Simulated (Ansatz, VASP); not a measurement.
**BN in VASP and in Ansatz**

INCAR

```
PREC     = Accurate       # precision mode
ENCUT    = 520            # plane-wave cutoff, eV
EDIFF    = 1E-6           # SCF threshold, eV
ISMEAR   = 0              # smearing method
SIGMA    = 0.05           # smearing width, eV
LREAL    = F              # projectors in reciprocal space
LASPH    = T              # aspherical terms in the spheres
NELM     = 60             # most SCF steps
ALGO     = Normal         # electronic algorithm
ISIF     = 2              # what is computed and relaxed
LWAVE    = F              # write WAVECAR
LCHARG   = F              # write CHGCAR
GGA      = PE             # functional
NBANDS   = 16             # bands
```

Contents of KPOINTS:

```
Automatic mesh
0
Gamma
  12 12 4
```

Contents of POSCAR:

```
BN
1.0
    2.8325154159      0.0000000000      0.0000000000
   -1.4162577080      2.4530303068      0.0000000000
    0.0000000000      0.0000000000      6.6612000000
B N
2 2
Direct
    0.3333333333      0.6666666667      0.2500000000
    0.6666666667      0.3333333333      0.7500000000
    0.3333333333      0.6666666667      0.7500000000
    0.6666666667      0.3333333333      0.2500000000
```

Input for Ansatz:

```yaml
crystal:
  lattice:
    - [2.8325154159, 0.0, 0.0]
    - [-1.416257708, 2.4530303068, 0.0]
    - [0.0, 0.0, 6.6612]
  atoms:
    - { symbol: B, position: [0.3333333333, 0.6666666667, 0.25] }
    - { symbol: B, position: [0.6666666667, 0.3333333333, 0.75] }
    - { symbol: "N", position: [0.3333333333, 0.6666666667, 0.75] }
    - { symbol: "N", position: [0.6666666667, 0.3333333333, 0.25] }
basis:
  ecutwfc: 420
kpoints:
  mp_grid: { grid: [12, 12, 4] }
hamiltonian:
  xc: pbe
scf:
  occupations: { method: gaussian, width: 0.05 }
output:
  forces: true
  stress: true
  eigenvalues: true
  write_density: true
  write_potential: true
  elf: true
  volumetric_format: npy
```

Change from the starting cell: strain +0.1312 x Voigt [1, 1, 0, 0, 0, 0], atoms carried along.

Alike in both runs: task single point; functional PBE; k mesh 12 × 12 × 4; occupations gaussian, width 0.05 eV; no spin polarisation.

```csv
,VASP,Ansatz
version,VASP 6.6.1,Ansatz 0.2.0
potentials or method,"VASP PAW PBE potentials, release 64 (B, N), cutoff 520 eV","scalar-relativistic, plane waves, PAW"
valence electrons in the cell,16,16
```

```csv
,VASP,Ansatz,Ansatz less VASP
gap on the k mesh at the Fermi level (eV),3.54,3.55,+0.003
least direct gap on the mesh (eV),3.69,3.69,+0.002
pressure (GPa),-48.6,-48.5,+0.08
"traceless stress, the component that is largest in VASP (GPa)",49.97,50.00,+0.028
```

Both programs put the cell under strong tension, so it lies far from rest at this level. With one functional, cell and mesh, what is left measures potentials, basis and numerics.

Noted on VASP's run: the cell as given lies far from equilibrium.
